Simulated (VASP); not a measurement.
Crystal: TaSi2.

```
CELL_PARAMETERS angstrom
0.00000 3.51914 3.51914
3.51914 0.00000 3.51914
3.51914 3.51914 0.00000
ATOMIC_POSITIONS crystal
Ta 0.00000 0.00000 0.00000
Ta 0.25000 0.25000 0.25000
Si 0.62500 0.62500 0.62500
Si 0.12500 0.62500 0.62500
Si 0.62500 0.62500 0.12500
Si 0.62500 0.12500 0.62500
```

```yaml
Program: VASP 6.6.1
Task: relaxation of cell and atoms
Functional: r2SCAN
Potentials_or_basis: VASP PAW PBE potentials, release 64 (Ta_pv, Si)
Cutoff: 600 eV
k_mesh: 4 × 4 × 4
Occupations: gaussian, width 0.1 eV
Spin: no spin polarisation
```

At the start: pressure -10.5 GPa; volume 14.53 Å³/atom.

How do energy, volume and symmetry change on relaxing?

Over 3 steps the energy falls by 30.5 meV/atom and the volume is 13.67 Å³/atom (-5.9 %); space group Fd-3m (No. 227, to 0.1 Å) before and after.

Step by step:
| step | energy change (eV) | largest force (eV/Å) | pressure (GPa) | volume (Å³) |
| --- | --- | --- | --- | --- |
| 1 | 0.0000 | 0.0000 | -10.53 | 87.16 |
| 2 | 0.1623 | 0.0000 | 19.01 | 75.66 |
| 3 | -0.1828 | 0.0000 | -0.23 | 82.03 |

Final structure:
```
Ta Si
1.0
     0.00000    3.44865    3.44865
     3.44865    0.00000    3.44865
     3.44865    3.44865    0.00000
Ta Si
2 4
Direct
  0.00000 0.00000 0.00000
  0.25000 0.25000 0.25000
  0.62500 0.62500 0.62500
  0.12500 0.62500 0.62500
  0.62500 0.62500 0.12500
  0.62500 0.12500 0.62500
```

Caveat: the k points lie up to 0.39 Å⁻¹ apart in the final cell, too coarse for converged energies and pressures of a metal; the PAW data sets were made with another functional, which shifts forces and pressure a little.
